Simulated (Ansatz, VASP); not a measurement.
# One calculation of Ge, two programs

```xyz
2
Lattice="0.0000 2.7439 2.8288 2.7439 0.0000 2.8288 2.7439 2.7439 0.0000" Properties=species:S:1:pos:R:3 pbc="T T T"
Ge    2.7439    2.7439    2.8288
Ge    4.1159    4.1159    4.2432
```

Change from the starting cell: equal xx and yy strain of -3 %, crystal datasets.

Alike in both runs: task electric field gradients; functional PBE; k mesh 10 × 10 × 10; occupations fermi-dirac, width 0.05 eV; no spin polarisation.

|  | VASP | Ansatz |
| --- | --- | --- |
| version | VASP 6.6.1 | Ansatz 0.2.0 |
| potentials or method | VASP PAW PBE potentials, release 64 (Ge_d), cutoff 520 eV | all-electron PAW with datasets made for the crystal, scalar-relativistic |

Ansatz gave:

* pressure (GPa): 8.9
* traceless stress, the component that is largest in VASP (GPa): -1.59
* size of Vzz on the site where it differs most (V/Å²): 0.2

Problem. Estimate VASP's values.

Solution. Pressure (GPa): 8.9; traceless stress, the component that is largest in VASP (GPa): -1.60; size of Vzz on the site where it differs most (V/Å²): 0.0.

Ansatz ran all-electron here, and VASP with PAW potentials.
